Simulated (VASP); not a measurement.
# Ni (P6_3/mmc) in VASP: notebook

Ni is run at these levels: LDA; tasks: single point.

Program: VASP 6.6.1. These are calculated values, not measurements. Logs are shortened: lines on timing, memory, paths and dates and some standing lists are left out, and cuts for length are marked.

## (1) The cell of the first run

It takes space group P6_3/mmc (No. 194, hexagonal). The conventional cell has a = 2.448 Å, b = 2.448 Å, c = 4.073 Å, α = 90.00°, β = 90.00°, γ = 120.00°. Ni (site symmetry -6m2) has 12 Ni at 2.45 to 2.48 Å within 3.2 Å.

This isn't the form of Ni at room conditions, which is fcc.

## (2) Single point, LDA, collinear spin, ferromagnetic start

File INCAR:

```
  PREC = Accurate
  ENCUT = 520
  EDIFF = 1E-6
  ISMEAR = -1
  SIGMA = 0.1
  LREAL = False
  LASPH = True
  NELM = 150
  ALGO = Normal
  ISIF = 2
  LWAVE = False
  LCHARG = True
  ISPIN = 2
  MAGMOM = 1.8 1.8
  LORBIT = 11
  LMAXMIX = 4
  GGA = CA
  LELF = True
  LVHAR = True
  NBANDS = 21
```

File KPOINTS:

```
Automatic mesh
0
Gamma
  14 14 8
```

File POSCAR:

```
Ni
1.0
    2.4480230000      0.0000000000      0.0000000000
   -1.2240110000      2.1200500000      0.0000000000
    0.0000000000      0.0000000000      4.0728080000
Ni
2
Direct
    0.3333333333      0.6666666667      0.2500000000
    0.6666666667      0.3333333333      0.7500000000
```

Potentials or basis: VASP PAW LDA potentials, release 64 (Ni).

Launch:

```bash
> cat potpaw_LDA.64/Ni/POTCAR > POTCAR
> mpirun -np 1 vasp_std > vasp.out
```

OUTCAR:

```text
PREC = Accurate
   ENCUT = 520
   EDIFF = 1E-6
   ISMEAR = -1
   LREAL = False
   LASPH = True
   NELM = 150
   ISIF = 2
   ISPIN = 2
   LORBIT = 11
   GGA = CA

 ion  position               nearest neighbor table
   1  0.333  0.667  0.250-   2 2.48   2 2.48   2 2.48   2 2.48   2 2.48   2 2.48
   2  0.667  0.333  0.750-   1 2.48   1 2.48   1 2.48   1 2.48   1 2.48   1 2.48

  LATTYP: Found a hexagonal cell.
 ALAT       =     2.4480230000
 C/A-ratio  =     1.6637131269

  Lattice vectors:

 A1 = (   2.4480230000,   0.0000000000,   0.0000000000)
 A2 = (  -1.2240110000,   2.1200500000,   0.0000000000)
 A3 = (   0.0000000000,   0.0000000000,   4.0728080000)

Analysis of symmetry for initial positions (statically):
=====================================================================
 Subroutine PRICEL returns:
 Original cell was already a primitive cell.

 Routine SETGRP: Setting up the symmetry group for a
 hexagonal supercell.

 Subroutine GETGRP returns: Found 24 space group operations
 (whereof 12 operations were pure point group operations)
 out of a pool of 24 trial point group operations.

The static configuration has the point symmetry D_3d.
 The point group associated with its full space group is D_6h.

Analysis of symmetry for dynamics (positions and initial velocities):
=====================================================================
 Subroutine PRICEL returns:
 Original cell was already a primitive cell.

 Routine SETGRP: Setting up the symmetry group for a
 hexagonal supercell.

 Subroutine GETGRP returns: Found 24 space group operations
 (whereof 12 operations were pure point group operations)
 out of a pool of 24 trial point group operations.

The dynamic configuration has the point symmetry D_3d.
 The point group associated with its full space group is D_6h.

Analysis of structural, dynamic, and magnetic symmetry:
=====================================================================
 Subroutine PRICEL returns:
 Original cell was already a primitive cell.

 Routine SETGRP: Setting up the symmetry group for a
 hexagonal supercell.

 Subroutine GETGRP returns: Found 24 space group operations
 (whereof 12 operations were pure point group operations)
 out of a pool of 24 trial point group operations.

The overall configuration has the point symmetry D_3d.
 The point group associated with its full space group is D_6h.

 Subroutine INISYM returns: Found 24 space group operations
[... 114 lines left out ...]
   IALGO  =     38    algorithm
   IMIX   =      4    mixing-type and parameters
     AMIX     =   0.40;   BMIX     =  1.00
     AMIX_MAG =   1.60;   BMIX_MAG =  1.00
  volume/ion in A,a.u.               =      10.57        71.32
  Fermi-wavevector in a.u.,A,eV,Ry     =   1.607187  3.037142 35.144515  2.583049
  Thomas-Fermi vector in A             =   2.703255
   LORBIT       =     11    0 simple, 1 ext, 2 COOP (PROOUT), +10 PAW based schemes
   GGA     = CA    functional components
   LHFCALC =     F    Hartree Fock is set to
   AEXX    =    0.0000 exact exchange contribution
   IVDW    =     0    specifies the selected vdW correction
   LEPSILON=     F    determine dielectric tensor
   LRPA    =     F    only Hartree local field effects (RPA)
 spin polarized calculation
  energy-cutoff  :      520.00
  volume of cell :       21.14
 maximum number of plane-waves:       592
   NGX =  9   NGY =  9   NGZ = 15

 number of electron      19.9999997 magnetization       1.1009705

 Free energy of the ion-electron system (eV)
  ---------------------------------------------------
  ext. energy  EPLUGINS =         0.00000000
  ---------------------------------------------------
  free energy    TOTEN  =       -13.13242234 eV

  energy without entropy =      -13.00564400  energy(sigma->0) =      -13.06903317

 E-fermi :   9.4533     XC(G=0): -13.7832

 val. band max:        9.4522157383   @ k =   0.2143   0.1429   0.5000
 cond. band min:       9.4537355156   @ k =   0.2143   0.0714   0.2500
 fundamental gap:      0.0015197773
 Fermi energy:         9.4533330593

 spin component 1

 k-point     1 :       0.0000    0.0000    0.0000
  band No.  band energies     occupation
      1       0.2605      1.00000
      2       4.5004      1.00000
      3       6.9962      1.00000
      4       7.1545      1.00000
      5       7.1545      1.00000
      6       7.4217      1.00000
[... 565 lines left out ...]
     20      42.9822      0.00000
     21      45.4780      0.00000

 [... further k-points ...]

 spin component 2

 k-point     1 :       0.0000    0.0000    0.0000
  band No.  band energies     occupation
      1       0.3010      1.00000
      2       4.8261      1.00000
      3       7.5317      1.00000
      4       7.6831      1.00000
      5       7.6831      1.00000
      6       7.9639      1.00000
[... 565 lines left out ...]
     20      43.0581      0.00000
     21      45.5527      0.00000

 [... further k-points ...]

------------------------ aborting loop because EDIFF is reached ----------------------------------------

  FORCE on cell =-STRESS in cart. coord.  units (eV):
  Direction    XX          YY          ZZ          XY          YZ          ZX
  --------------------------------------------------------------------------------------
  -------------------------------------------------------------------------------------
  Total       -1.2620335     -1.2620334     -1.7029991     -0.0000003      0.0000000     -0.0000000
  in kB      -95.6590206    -95.6590110   -129.0831244     -0.0000226      0.0000000     -0.0000000
  external PRESSURE =    -106.8003853 kB  Pullay stress =       0.0000000 kB

 VOLUME and BASIS-vectors are now :
 -----------------------------------------------------------------------------
  energy-cutoff  :      520.00
  volume of cell :       21.14
      direct lattice vectors                 reciprocal lattice vectors
     2.448023000  0.000000000  0.000000000     0.408492894  0.235843398  0.000000000
    -1.224011000  2.120050000  0.000000000     0.000000000  0.471686989  0.000000000
     0.000000000  0.000000000  4.072808000     0.000000000  0.000000000  0.245530848

 POSITION                                       TOTAL-FORCE (eV/Angst)
 -----------------------------------------------------------------------------------
      0.00000      1.41337      1.01820         0.000000      0.000000      0.000000
      1.22401      0.70668      3.05461        -0.000000      0.000000      0.000000
 -----------------------------------------------------------------------------------
    total drift:                               -0.000000      0.000000     -0.000000

  FREE ENERGIE OF THE ION-ELECTRON SYSTEM (eV)
  ---------------------------------------------------
  free  energy   TOTEN  =       -13.1324223374 eV

  energy  without entropy=      -13.0056439986  energy(sigma->0) =      -13.06903317

 total charge

# of ion       s       p       d       tot
------------------------------------------
    1        0.510   0.520   8.344   9.375
    2        0.510   0.520   8.344   9.375
--------------------------------------------------
tot          1.020   1.041  16.688  18.750

 magnetization (x)

# of ion       s       p       d       tot
------------------------------------------
    1       -0.004  -0.017   0.575   0.553
    2       -0.004  -0.017   0.575   0.553
--------------------------------------------------
tot         -0.009  -0.035   1.150   1.106
```

stdout:

```text
POSCAR found type information on POSCAR Ni
 POSCAR found :  1 types and       2 ions
 scaLAPACK will be used
 LDA part: xc-table for (Slater(with rela. corr.)+CA(PZ))
 , standard interpolation
 POSCAR, INCAR and KPOINTS ok, starting setup
 FFT: planning ... GRIDC
 FFT: planning ... GRID_SOFT
 FFT: planning ... GRID
 WAVECAR not read
 entering main loop
```

Wall time 1.7 min (1 thread of Intel Xeon Platinum 8488C (Sapphire Rapids), shared host); peak memory 0.18 GiB.

Results:

| Item | Value |
| --- | --- |
| Free energy | -13.1324 eV |
| Pressure | -10.7 GPa |
| Net moment | 1.10 μB per cell |
| Site moments | Ni +0.55 μB |
| Valence electrons inside the program's atomic spheres | Ni 9.38 |

Stress tensor (GPa, compression positive):
```
 -9.57   0.00   0.00
  0.00  -9.57   0.00
  0.00   0.00 -12.91
```

Levels at points of the mesh, in eV from the Fermi level:
Spin up:
```tsv
k point	band 8	band 9	band 10	band 11	band 12	band 13
(0.00, 0.00, 0.00)	-1.53	-1.53	-0.59	-0.59	-0.50	5.68
(0.50, 0.00, 0.00)	-0.44	-0.42	-0.32	1.33	3.27	9.45
(0.00, 0.00, 0.50)	-2.33	-0.89	-0.89	-0.89	-0.89	14.26
(0.50, 0.00, 0.50)	-0.89	-0.37	-0.37	1.53	1.53	7.10
```
Spin down:
| k point | band 7 | band 8 | band 9 | band 10 | band 11 | band 12 | band 13 | band 14 |
| --- | --- | --- | --- | --- | --- | --- | --- | --- |
| (0.00, 0.00, 0.00) | -1.49 | -0.98 | -0.98 | -0.47 | -0.01 | -0.01 | 6.02 | 23.15 |
| (0.50, 0.00, 0.00) | -1.50 | 0.16 | 0.17 | 0.28 | 1.72 | 3.59 | 9.61 | 10.12 |
| (0.00, 0.00, 0.50) | -1.80 | -1.80 | -0.31 | -0.31 | -0.31 | -0.31 | 14.43 | 14.43 |
| (0.50, 0.00, 0.50) | -0.40 | -0.40 | 0.23 | 0.23 | 1.71 | 1.71 | 7.40 | 7.40 |

Caveat: the cell stands under tension.

## (3) Single point, LDA, collinear spin, antiferromagnetic start

File INCAR:

```
PREC = Accurate ; ENCUT = 520
EDIFF = 1E-6 ; ISMEAR = -1
SIGMA = 0.1 ; LREAL = F
LASPH = T ; NELM = 150
ALGO = Normal ; ISIF = 2
LWAVE = F ; LCHARG = F
ISPIN = 2 ; MAGMOM = 1.8 -1.8
LORBIT = 11 ; LMAXMIX = 4
GGA = CA ; NBANDS = 21
```

File KPOINTS:

```
regular mesh
0
Gamma
  14 14 8
```

POSCAR is that of step 2.

Potentials or basis: VASP PAW LDA potentials, release 64 (Ni).

Launch:

```bash
> cat potpaw_LDA.64/Ni/POTCAR > POTCAR
> mpirun -np 1 vasp_std > vasp.out
```

OUTCAR:

```text
PREC = Accurate
   ENCUT = 520
   EDIFF = 1E-6
   ISMEAR = -1
   LREAL = F
   LASPH = T
   NELM = 150
   ISIF = 2
   ISPIN = 2
   LORBIT = 11
   GGA = CA

 ion  position               nearest neighbor table
   1  0.333  0.667  0.250-   2 2.48   2 2.48   2 2.48   2 2.48   2 2.48   2 2.48
   2  0.667  0.333  0.750-   1 2.48   1 2.48   1 2.48   1 2.48   1 2.48   1 2.48

  LATTYP: Found a hexagonal cell.
 ALAT       =     2.4480230000
 C/A-ratio  =     1.6637131269

  Lattice vectors:

 A1 = (   2.4480230000,   0.0000000000,   0.0000000000)
 A2 = (  -1.2240110000,   2.1200500000,   0.0000000000)
 A3 = (   0.0000000000,   0.0000000000,   4.0728080000)

Analysis of symmetry for initial positions (statically):
=====================================================================
 Subroutine PRICEL returns:
 Original cell was already a primitive cell.

 Routine SETGRP: Setting up the symmetry group for a
 hexagonal supercell.

 Subroutine GETGRP returns: Found 24 space group operations
 (whereof 12 operations were pure point group operations)
 out of a pool of 24 trial point group operations.

The static configuration has the point symmetry D_3d.
 The point group associated with its full space group is D_6h.

Analysis of symmetry for dynamics (positions and initial velocities):
=====================================================================
 Subroutine PRICEL returns:
 Original cell was already a primitive cell.

 Routine SETGRP: Setting up the symmetry group for a
 hexagonal supercell.

 Subroutine GETGRP returns: Found 24 space group operations
 (whereof 12 operations were pure point group operations)
 out of a pool of 24 trial point group operations.

The dynamic configuration has the point symmetry D_3d.
 The point group associated with its full space group is D_6h.

Analysis of structural, dynamic, and magnetic symmetry:
=====================================================================
 Subroutine PRICEL returns:
[... 146 lines left out ...]

 number of electron      19.9999997 magnetization      -0.0000000

 number of electron      19.9999997 magnetization       0.0000000

 Free energy of the ion-electron system (eV)
  ---------------------------------------------------
  ext. energy  EPLUGINS =         0.00000000
  ---------------------------------------------------
  free energy    TOTEN  =       -13.09331617 eV

  energy without entropy =      -12.90918037  energy(sigma->0) =      -13.00124827

 E-fermi :   9.3367     XC(G=0): -13.7828

 val. band max:        9.3331039395   @ k =   0.4286   0.0714   0.0000
 cond. band min:       9.3387549463   @ k =   0.4286   0.0000   0.3750
 fundamental gap:      0.0056510068
 Fermi energy:         9.3367310830

 spin component 1

 k-point     1 :       0.0000    0.0000    0.0000
  band No.  band energies     occupation
      1       0.2800      1.00000
      2       4.6710      1.00000
      3       7.2752      1.00000
      4       7.4244      1.00000
      5       7.4244      1.00000
      6       7.6985      1.00000
[... 565 lines left out ...]
     20      43.0203      0.00000
     21      45.5151      0.00000

 [... further k-points ...]

 spin component 2

 k-point     1 :       0.0000    0.0000    0.0000
  band No.  band energies     occupation
      1       0.2800      1.00000
      2       4.6710      1.00000
      3       7.2752      1.00000
      4       7.4244      1.00000
      5       7.4244      1.00000
      6       7.6985      1.00000
[... 565 lines left out ...]
     20      43.0203      0.00000
     21      45.5151      0.00000

 [... further k-points ...]
[... 5 lines left out ...]
  --------------------------------------------------------------------------------------
  -------------------------------------------------------------------------------------
  Total       -1.3752942     -1.3752941     -1.7179263     -0.0000003     -0.0000000      0.0000000
  in kB     -104.2439030   -104.2438925   -130.2145714     -0.0000246     -0.0000000      0.0000000
  external PRESSURE =    -112.9007890 kB  Pullay stress =       0.0000000 kB

 VOLUME and BASIS-vectors are now :
 -----------------------------------------------------------------------------
  energy-cutoff  :      520.00
  volume of cell :       21.14
      direct lattice vectors                 reciprocal lattice vectors
     2.448023000  0.000000000  0.000000000     0.408492894  0.235843398  0.000000000
    -1.224011000  2.120050000  0.000000000     0.000000000  0.471686989  0.000000000
     0.000000000  0.000000000  4.072808000     0.000000000  0.000000000  0.245530848

 POSITION                                       TOTAL-FORCE (eV/Angst)
 -----------------------------------------------------------------------------------
      0.00000      1.41337      1.01820        -0.000000     -0.000000      0.000000
      1.22401      0.70668      3.05461         0.000000      0.000000      0.000000
 -----------------------------------------------------------------------------------
    total drift:                               -0.000000      0.000000     -0.000000

  FREE ENERGIE OF THE ION-ELECTRON SYSTEM (eV)
  ---------------------------------------------------
  free  energy   TOTEN  =       -13.0933161728 eV

  energy  without entropy=      -12.9091803669  energy(sigma->0) =      -13.00124827

 total charge

# of ion       s       p       d       tot
------------------------------------------
    1        0.508   0.518   8.350   9.376
    2        0.508   0.518   8.350   9.376
--------------------------------------------------
tot          1.017   1.035  16.700  18.752

 magnetization (x)

# of ion       s       p       d       tot
------------------------------------------
    1       -0.000   0.000   0.000   0.000
    2        0.000  -0.000  -0.000  -0.000
--------------------------------------------------
tot          0.000   0.000   0.000   0.000
```

OSZICAR:

```text
N       E                     dE             d eps       ncg     rms          rms(c)
DAV:   1     0.954847654664E+02    0.95485E+02   -0.91655E+03 10864   0.141E+03
DAV:   2    -0.924919346632E+01   -0.10473E+03   -0.96803E+02 10290   0.237E+02
DAV:   3    -0.149027645878E+02   -0.56536E+01   -0.54809E+01 11390   0.632E+01
DAV:   4    -0.149721749069E+02   -0.69410E-01   -0.69359E-01 11682   0.661E+00
DAV:   5    -0.149740180224E+02   -0.18431E-02   -0.18430E-02 11534   0.107E+00    0.164E+01
DAV:   6    -0.137627343773E+02    0.12113E+01   -0.85681E+00 11905   0.615E+01    0.883E+00
DAV:   7    -0.131023691078E+02    0.66037E+00   -0.19435E+00 11793   0.264E+01    0.294E+00
DAV:   8    -0.130933251695E+02    0.90439E-02   -0.11686E-01 15975   0.499E+00    0.110E+00
DAV:   9    -0.130926213978E+02    0.70377E-03   -0.15546E-02 16004   0.176E+00    0.487E-01
DAV:  10    -0.130930249608E+02   -0.40356E-03   -0.14020E-02 15915   0.187E+00    0.158E-01
DAV:  11    -0.130931680389E+02   -0.14308E-03   -0.67878E-04 14449   0.239E-01    0.119E-01
DAV:  12    -0.130933074321E+02   -0.13939E-03   -0.19522E-03 16024   0.636E-01    0.375E-02
DAV:  13    -0.130933194117E+02   -0.11980E-04   -0.10320E-04 15629   0.133E-01    0.143E-02
DAV:  14    -0.130933162628E+02    0.31490E-05   -0.29735E-05 11154   0.793E-02    0.611E-03
DAV:  15    -0.130933161728E+02    0.89985E-07   -0.32345E-06  5694   0.271E-02
   1 F= -.13093316E+02 E0= -.13001248E+02  d E =-.184136E+00  mag=    -0.0000
```

stdout:

```text
POSCAR found type information on POSCAR Ni
 POSCAR found :  1 types and       2 ions
 scaLAPACK will be used
 LDA part: xc-table for (Slater(with rela. corr.)+CA(PZ))
 , standard interpolation
 POSCAR, INCAR and KPOINTS ok, starting setup
 FFT: planning ... GRIDC
 FFT: planning ... GRID_SOFT
 FFT: planning ... GRID
 WAVECAR not read
 entering main loop
```

Wall time 2.1 min (1 thread of Intel Xeon Platinum 8488C (Sapphire Rapids), shared host); peak memory 0.18 GiB.

What came out:

```yaml
Free_energy: -13.0933 eV
Pressure: -11.3 GPa
Band_gap_on_the_k_mesh: zero (filled and empty bands overlap)
Net_moment: 0.00 μB per cell
Valence_electrons_inside_the_program's_atomic_spheres: Ni 9.38
```

Caveat: the cell stands under tension.
